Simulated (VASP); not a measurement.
Write the native input for VASP 6.6.1 that does the following.

```yaml
Task: single point
Functional: PBE
Potentials_or_basis: VASP PAW PBE potentials, release 64 (Si)
Cutoff: 520 eV
k_mesh: 9 × 9 × 1
Occupations: gaussian, width 0.05 eV
Spin: collinear spin
Starting_moments: "[0.0, 0.0, 0.0, 0.0, 2.0] μB"
Dipole_correction: yes
Further_INCAR_settings: ALGO = Normal; EDIFF = 1e-07; NBANDS = 22
```

The structure of Si lies in POSCAR:

```
Si
1.0
    3.8675355712      0.0000000000      0.0000000000
   -1.9337677856      3.3493840547      0.0000000000
    0.0000000000      0.0000000000     19.4372968022
Si
5
Direct
    0.3333333333      0.6666666667      0.2057899327
    0.0000000000      0.0000000000      0.2464055286
    0.0000000000      0.0000000000      0.3748662336
    0.6666666667      0.3333333333      0.4083539436
    1.0000000000      1.0000000000      0.5005327616
```

The input as run:

INCAR

```
SYSTEM = Si
  PREC = Accurate
  ENCUT = 520
  EDIFF = 1E-7
  ISMEAR = 0
  SIGMA = 0.05
  LREAL = .FALSE.
  LASPH = .TRUE.
  NELM = 150
  ALGO = Normal
  ISIF = 2
  LWAVE = .FALSE.
  LCHARG = .FALSE.
  ISPIN = 2
  MAGMOM = 0 0 0 0 2
  LORBIT = 11
  LDIPOL = .TRUE.
  IDIPOL = 3
  DIPOL = 0.5 0.5 0.347
  GGA = PE
  NBANDS = 22
```

KPOINTS

```
regular mesh
0
G
  9 9 1
  0 0 0
```

Potentials or basis: VASP PAW PBE potentials, release 64 (Si).

Run with:

```console
$ cat potpaw_PBE.64/Si/POTCAR > POTCAR
$ mpirun -np 1 vasp_std > vasp.out
```

It gave:

The largest force is 1.413 eV/Å, the band gap on the k mesh is zero (filled and empty bands overlap) and the net moment is 0.00 μB per cell. The valence electrons inside the program's atomic spheres are Si 1.64, 1.67, 1.63, 1.52 (each value once).

It took 11 min on 1 thread of Intel Xeon 8259CL, with other jobs on the host, peak memory 0.49 GiB.
